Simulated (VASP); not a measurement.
Set up this calculation in VASP 6.6.1, as the native input.

| Quantity | Value |
| --- | --- |
| Task | relaxation of the atoms |
| Functional | PBE |
| Dispersion | D3(BJ) |
| Potentials or basis | VASP PAW PBE potentials, release 64 (W_sv, S) |
| Cutoff | 450 eV |
| k mesh | 12 × 12 × 2 |
| Occupations | gaussian, width 0.05 eV |
| Spin | no spin polarisation |
| Dipole correction | no |
| Further INCAR settings | ALGO = Normal; EDIFF = 1e-07; IBRION = 2; EDIFFG = -0.01; NSW = 50 |

The structure of WS2 lies in POSCAR:

```
WS2
1.0
    3.1598870966      0.0000000000      0.0000000000
   -1.5799435483      2.7365424987      0.0000000000
    0.0000000000      0.0000000000     16.9398491549
W S
1 2
Direct
    0.3333333333      0.6666666667      0.0000000000
    0.6666666667      0.3333333333      0.9069649217
    0.6666666667      0.3333333333      0.0930350783
```

One way to write it, as run:

INCAR

```
ALGO = Normal
EDIFF = 1E-7
EDIFFG = -0.01
ENCUT = 450
GGA = PE
GGA_COMPAT = False
IBRION = 2
ISIF = 2
ISMEAR = 0
IVDW = 12
LASPH = True
LCHARG = False
LREAL = False
LWAVE = False
NELM = 120
NELMIN = 4
NSW = 50
PREC = Accurate
SIGMA = 0.05
```

KPOINTS

```
k-points
0
Gamma
  12 12 2
```

Potentials or basis: VASP PAW PBE potentials, release 64 (W_sv, S).

Run with:

```bash
$ cat potpaw_PBE.64/W_sv/POTCAR potpaw_PBE.64/S/POTCAR > POTCAR
$ mpirun -np 1 vasp_std > vasp.out
```

It gave:

```yaml
Band_gap_on_the_k_mesh: 1.92 eV
Dispersion_energy_per_atom: -0.311 eV
```

Caveat: there is no dipole correction, which matters where the two faces differ; spin-orbit coupling is left out, which moves the levels of the heavy elements.

Wall time 3.3 min on 1 thread of Intel Xeon 8259CL, on a shared host, peak memory 0.29 GiB.
